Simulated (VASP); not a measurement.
Set up this calculation in VASP 6.6.1, as the native input.

```
Task                   : electric field gradients
Functional             : PBEsol
Potentials or basis    : VASP PAW PBE potentials, release 64 (Y_sv, Cu, Cl, O)
Cutoff                 : 520 eV
k mesh                 : 6 × 6 × 6
Occupations            : fermi-dirac, width 0.05 eV
Spin                   : no spin polarisation
Dipole correction      : no
Further INCAR settings : LREAL = Auto; ALGO = Normal; EDIFF = 1e-08; NBANDS = 80
```

The structure of YCu6ClO8 lies in POSCAR:

```
YCu6ClO8
1.0
    0.0000000000      4.6462890000      4.6462890000
    4.6462890000      0.0000000000      4.6462890000
    4.6462890000      4.6462890000      0.0000000000
Y Cu Cl O
1 6 1 8
Direct
    0.0000000000      0.0000000000      0.0000000000
    0.0000000000      0.0000000000      0.5000000000
    0.5000000000      0.0000000000      0.5000000000
    0.0000000000      0.5000000000      0.5000000000
    0.5000000000      0.5000000000      0.0000000000
    0.0000000000      0.5000000000      0.0000000000
    0.5000000000      0.0000000000      0.0000000000
    0.5000000000      0.5000000000      0.5000000000
    0.8555030000      0.8555030000      0.4334910000
    0.8555030000      0.4334910000      0.8555030000
    0.4334910000      0.8555030000      0.8555030000
    0.8555030000      0.8555030000      0.8555030000
    0.1444970000      0.1444970000      0.5665090000
    0.1444970000      0.5665090000      0.1444970000
    0.5665090000      0.1444970000      0.1444970000
    0.1444970000      0.1444970000      0.1444970000
```

One way to write it, as run:

INCAR

```
PREC     = Accurate       # precision mode
ENCUT    = 520            # plane-wave cutoff, eV
EDIFF    = 1E-8           # SCF threshold, eV
ISMEAR   = -1             # smearing method
SIGMA    = 0.05           # smearing width, eV
LREAL    = Auto         
LASPH    = True           # aspherical terms in the spheres
NELM     = 100            # most SCF steps
ALGO     = Normal         # electronic algorithm
ISIF     = 2              # what is computed and relaxed
LWAVE    = False          # write WAVECAR
LCHARG   = False          # write CHGCAR
GGA      = PS             # functional
LEFG     = True         
NBANDS   = 80             # bands
```

KPOINTS

```
regular mesh
0
Gamma
  6 6 6
```

Potentials or basis: VASP PAW PBE potentials, release 64 (Y_sv, Cu, Cl, O).

Run with:

```console
$ cat potpaw_PBE.64/Y_sv/POTCAR potpaw_PBE.64/Cu/POTCAR potpaw_PBE.64/Cl/POTCAR potpaw_PBE.64/O/POTCAR > POTCAR
$ mpirun -np 1 vasp_std > vasp.out
```

Results of the run:

```yaml
Pressure: -6.2 GPa
Largest_force: 0.060 eV/Å
Band_gap_on_the_k_mesh: zero (bands 66 and 67 overlap by 0.49 eV)
Largest_electric_field_gradient_by_atom: Y -0.0; Cu -53.9; Cl -0.0; O -127.5 V/Å²
```

Caveat: the cell stands under tension; without QUAD_EFG the Cq values of the log hold for a quadrupole moment of 1 mb, not for the nuclei; the PAW data sets were made with another functional, which shifts forces and pressure a little; semilocal functionals often make such compounds metallic where correlation or magnetic order opens a gap, which also shifts bond lengths.

Run time: 14 min on 1 thread of AMD EPYC 7R43 64-Core Processor (Zen 3), with other jobs on the host, peak memory 0.4 GiB.
